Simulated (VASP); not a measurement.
# In5GaAs6: single point with PBE

In5GaAs6:

```xyz
12
Lattice="4.3290 0.0005 -0.0002 -2.1641 3.7482 0.0002 -0.0008 0.0004 21.1924" Properties=species:S:1:pos:R:3 pbc="T T T"
In    0.0009    0.0003    0.0020
In   -0.0018    2.5007   17.5992
In    2.1630    1.2487   14.0081
In    0.0014    2.4981    7.1899
In    2.1636    1.2502    3.5965
Ga    0.0006   -0.0005   10.6001
As    0.0004    2.5000   20.2734
As    2.1628    1.2517   16.6816
As   -0.0013   -0.0009   13.0938
As    0.0008    2.4983    9.8712
As    2.1657    1.2492    6.2662
As   -0.0009    0.0008    2.6742
```

```
Program                : VASP 6.6.1
Task                   : single point
Functional             : PBE
Potentials or basis    : VASP PAW PBE potentials, release 64 (In_d, Ga_d, As)
Cutoff                 : 520 eV
k mesh                 : 6 × 6 × 1
Occupations            : gaussian, width 0.2 eV
Spin                   : no spin polarisation
Dipole correction      : no
Further INCAR settings : ALGO = Normal; EDIFF = 1e-06; NBANDS = 66
```

```
Pressure               : 0.1 GPa
Largest force          : 0.008 eV/Å
Band gap on the k mesh : zero (filled and empty bands touch)
```

Forces on the atoms (eV/Å):
```
In  -0.002  0.001 -0.002
In   0.001  0.001  0.008
In   0.000  0.000 -0.005
In  -0.001  0.001  0.005
In   0.000  0.001 -0.006
Ga  -0.002 -0.001 -0.002
As   0.000 -0.001 -0.001
As   0.000 -0.003 -0.001
As   0.001  0.001  0.007
As   0.001  0.001 -0.004
As   0.000  0.000 -0.002
As   0.001 -0.001  0.003
```

Levels at points of the mesh, in eV from the Fermi level:
```csv
k point,band 51,band 52,band 53,band 54,band 55,band 56,band 57,band 58
"(0.00, 0.00, 0.00)",-0.31,-0.31,-0.12,-0.05,-0.05,0.34,0.95,1.04
"(0.50, 0.00, 0.00)",-1.39,-1.33,-1.00,-0.97,0.71,1.47,1.66,2.01
"(0.00, 0.50, 0.00)",-1.39,-1.33,-1.00,-0.97,0.70,1.47,1.66,2.01
"(0.50, 0.50, 0.00)",-1.39,-1.33,-1.00,-0.97,0.70,1.47,1.66,2.01
```

It took 4.7 min on 1 thread of Intel(R) Xeon(R) 6975P-C (Granite Rapids) (shared host), peak memory 0.62 GiB.

Caveat: spin-orbit coupling is left out, which moves the levels of the heavy elements.
